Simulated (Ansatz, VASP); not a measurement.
# Tl12Br11F in VASP and in Ansatz

```
Tl F Br
1.0
     6.62926   -6.22227    0.00000
     0.00000   12.44454    0.00000
     0.00000    0.00000    9.94352
Tl F Br
12 1 11
Cartesian
  2.2098 1.3822 3.7288
  2.2098 1.3822 8.7006
  4.4195 7.6044 3.7288
  4.4195 7.6044 8.7006
  0.0000 7.6044 3.7288
  0.0000 7.6044 8.7006
  2.2098 -1.3822 1.2429
  2.2098 -1.3822 6.2147
  4.4195 4.8401 1.2429
  4.4195 4.8401 6.2147
  0.0000 4.8401 1.2429
  0.0000 4.8401 6.2147
  2.2098 7.9240 1.2429
  2.2098 7.9240 6.2147
  4.4195 1.7017 1.2429
  4.4195 1.7017 6.2147
  0.0000 1.7017 1.2429
  0.0000 1.7017 6.2147
  2.2098 4.5206 3.7288
  2.2098 4.5206 8.7006
  4.4195 -1.7017 3.7288
  4.4195 -1.7017 8.7006
  0.0000 10.7428 3.7288
  0.0000 10.7428 8.7006
```

Alike in both runs: task electric field gradients; functional PBE; k mesh 3 × 3 × 2; occupations fermi-dirac, width 0.01 eV; no spin polarisation.

```csv
,VASP,Ansatz
version,VASP 6.6.1,Ansatz 0.2.0
potentials or method,"VASP PAW PBE potentials, release 64 (Tl_d, F, Br)","plane-wave PAW, scalar-relativistic"
plane-wave cutoff (eV),520,420
valence electrons in the cell,240,240
```

|  | VASP | Ansatz | Ansatz less VASP |
| --- | --- | --- | --- |
| gap on the k mesh at the Fermi level (eV) | 2.37 | 2.37 | -0.004 |
| pressure (GPa) | 0.4 | 0.4 | +0.04 |
| traceless stress, the component that is largest in VASP (GPa) | 0.11 | 0.10 | -0.003 |
| rms of the force components (eV/Å) | 0.107 | 0.107 | +0.0001 |
| size of Vzz on the site where it differs most (V/Å²) | 65.2 | 67.8 | +2.57 |

Atom by atom the forces differ by 0.002 eV/Å (rms over components).

Spin-orbit coupling is off throughout.
